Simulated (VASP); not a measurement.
# C: single point with PBE

C:

```
CELL_PARAMETERS angstrom
-0.00714 1.75187 1.75187
1.75187 -0.00714 1.75187
1.75187 1.75187 -0.00714
ATOMIC_POSITIONS crystal
C 0.99992 0.99992 0.99992
C 0.25008 0.25008 0.25008
```

This cell differs from its parent crystal: strained cell.

| Property | Result |
| --- | --- |
| Program | VASP 6.6.1 |
| Task | single point |
| Functional | PBE |
| Potentials or basis | VASP PAW PBE potentials, release 64 (C) |
| Cutoff | 600 eV |
| k mesh | 9 × 9 × 9 |
| Occupations | gaussian, width 0.02 eV |
| Spin | no spin polarisation |
| Dipole correction | no |
| Further INCAR settings | ALGO = Normal; EDIFF = 1e-06; NBANDS = 11 |

```
Pressure               : 24.6 GPa
Band gap on the k mesh : 4.24 eV (least direct gap 5.64 eV)
```

Forces in eV/Å, atoms in the order of the input:
```
C   -0.001 -0.001 -0.001
C    0.001  0.001  0.001
```

Stress tensor (GPa, compression positive):
```
24.63  2.56  2.56
 2.56 24.63  2.56
 2.56  2.56 24.63
```

Levels at points of the mesh, in eV from the valence-band top:
```tsv
k point	band 1	band 2	band 3	band 4	band 5	band 6	band 7	band 8
(0.00, 0.00, 0.00)	-22.14	-0.03	-0.03	0.00	5.64	5.64	5.81	14.42
```

It took 10 s on 1 thread of AMD EPYC 7R13 Processor (Zen 3), with other jobs on the host, peak memory 0.09 GiB.

Caveat: the cell differs from its parent crystal (strained cell); the cell stands under pressure; an odd mesh through Γ misses points on the zone boundary, where band edges can lie.
